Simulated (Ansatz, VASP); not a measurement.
**One calculation of Cu, two programs**

```
CELL_PARAMETERS angstrom
2.51980 0.00000 0.00000
-1.25990 2.18221 0.00000
0.00000 0.00000 8.23525
ATOMIC_POSITIONS crystal
Cu 0.00000 0.00000 0.00000
Cu 0.33333 0.66667 0.25000
Cu 0.00000 0.00000 0.50000
Cu 0.66667 0.33333 0.75000
```

Alike in both runs: functional PBEsol; k mesh 18 × 18 × 6; occupations gaussian, width 0.1 eV; no spin polarisation.

Ansatz relaxed the structure, and its values are those at the end. VASP's run is a single point on that final structure, the one shown.

|  | VASP | Ansatz |
| --- | --- | --- |
| version | VASP 6.6.1 | Ansatz 0.2.0 |
| potentials or method | VASP PAW PBE potentials, release 64 (Cu), cutoff 520 eV | scalar-relativistic, plane waves, PAW |
| valence electrons in the cell | 44 | 76 |

```csv
,VASP,Ansatz,Ansatz less VASP
gap on the k mesh at the Fermi level (eV),none,none,-
pressure (GPa),0.9,0.0,-0.88
```

VASP's potentials were made for PBE, not for PBEsol. A gap of «none» marks a metal or a gap that the smearing closes. VASP's potentials hold 44 valence electrons a cell and Ansatz's 76, so a difference there can come from the potentials and not from the codes.
